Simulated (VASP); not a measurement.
A run of VASP 6.6.1:

The input INCAR:

```
SYSTEM = Al2Ga3P5
ALGO = Normal
EDIFF = 1E-7
EDIFFG = -0.025
ENCUT = 500
GGA = PE
GGA_COMPAT = .FALSE.
IBRION = 2
ISIF = 3
ISMEAR = 0
LASPH = .TRUE.
LCHARG = .FALSE.
LREAL = .FALSE.
LWAVE = .FALSE.
NELM = 120
NELMIN = 4
NSW = 80
PREC = Accurate
SIGMA = 0.1
```

The input KPOINTS:

```
k-points
0
G
  4 4 4
  0 0 0
```

File POSCAR:

```
Al2Ga3P5
1.0
    0.0625945560     -3.8105244617      0.0149159302
    4.0098387824     -0.0625945560     -0.0117916126
   -2.0779049099      1.8838255100     13.7639368471
Al Ga P
2 3 5
Direct
    0.8027638325      0.7890029455      0.5987435042
    0.1970488231      0.1776264790      0.4030011704
    0.5871145612      0.5958293713      0.1948539209
   -0.0051450562     -0.0044564994      0.0014054522
    0.4036055393      0.4275430692      0.8037616875
    0.9447935870      0.4368169849      0.8951134817
    0.3564137197      0.8405530495      0.7042168038
    0.7351025489      0.2637894212      0.4986976370
    0.1609128368      0.6717867133      0.2945207436
    0.5673896078      0.0515084656      0.1056855987
```

Potentials or basis: VASP PAW PBE potentials, release 64 (Al, Ga_d, P).

Command:

```bash
$ cat potpaw_PBE.64/Al/POTCAR potpaw_PBE.64/Ga_d/POTCAR potpaw_PBE.64/P/POTCAR > POTCAR
$ mpirun -np 1 vasp_std > vasp.out
```

Hardware: 1 thread of Oxide Virtual Turin-like Processor, on a shared host.

Q: Estimate the wall time of this run.

A: Run time: 43 min on 1 thread of Oxide Virtual Turin-like Processor, with other jobs on the host, peak memory 0.42 GiB. Counts: scf iterations 121, k points 36, ion steps 12.
